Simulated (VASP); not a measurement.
Write the native input for VASP 6.6.1 that does the following.

| Quantity | Value |
| --- | --- |
| Task | single point |
| Functional | PBEsol |
| Potentials or basis | VASP PAW PBE potentials, release 64 (Sn_d, Se) |
| Cutoff | 520 eV |
| k mesh | 8 × 8 × 8 |
| Occupations | gaussian, width 0.05 eV |
| Spin | no spin polarisation |
| Dipole correction | no |
| Further INCAR settings | ALGO = Normal; EDIFF = 1e-07; NBANDS = 17 |

The structure of SnSe lies in POSCAR:

```
SnSe
1.0
    0.0000000000      3.0100000000      3.0100000000
    3.0100000000      0.0000000000      3.0100000000
    3.0100000000      3.0100000000      0.0000000000
Sn Se
1 1
Direct
   -0.0166112957     -0.0166112957      0.0166112957
    0.5000000000      0.5000000000      0.5000000000
```

This cell differs from its parent crystal: atom 1 (Sn) moved by (+0.000, -0.100) A along [1 1 0] and z.

These files were run (other wordings do the same):

INCAR

```
ALGO     = Normal         # electronic algorithm
EDIFF    = 1E-7           # SCF threshold, eV
ENCUT    = 520            # plane-wave cutoff, eV
GGA      = PS             # functional
ISIF     = 2              # what is computed and relaxed
ISMEAR   = 0              # smearing method
LASPH    = True           # aspherical terms in the spheres
LCHARG   = False          # write CHGCAR
LREAL    = False          # projectors in reciprocal space
LWAVE    = False          # write WAVECAR
NBANDS   = 17             # bands
NELM     = 60             # most SCF steps
PREC     = Accurate       # precision mode
SIGMA    = 0.05           # smearing width, eV
```

KPOINTS

```
k-points
0
Gamma
  8 8 8
```

Potentials or basis: VASP PAW PBE potentials, release 64 (Sn_d, Se).

The run is started by

```sh
$ cat potpaw_PBE.64/Sn_d/POTCAR potpaw_PBE.64/Se/POTCAR > POTCAR
$ mpirun -np 1 vasp_std > vasp.out
```

It gave:

```json
{
  "Pressure": "-1.8 GPa",
  "Largest force": "0.012 eV/Å",
  "Band gap on the k mesh": "0.69 eV, direct"
}
```

Caveat: the cell differs from its parent crystal (atom 1 (Sn) moved by (+0.000, -0.100) A along [1 1 0] and z); the PAW data sets were made with another functional, which shifts forces and pressure a little; spin-orbit coupling is left out, which moves the levels of the heavy elements.

Wall time 29 s on 1 thread of Intel(R) Xeon(R) Platinum 8375C CPU @ 2.90GHz (Ice Lake) (shared host), peak memory 0.21 GiB.
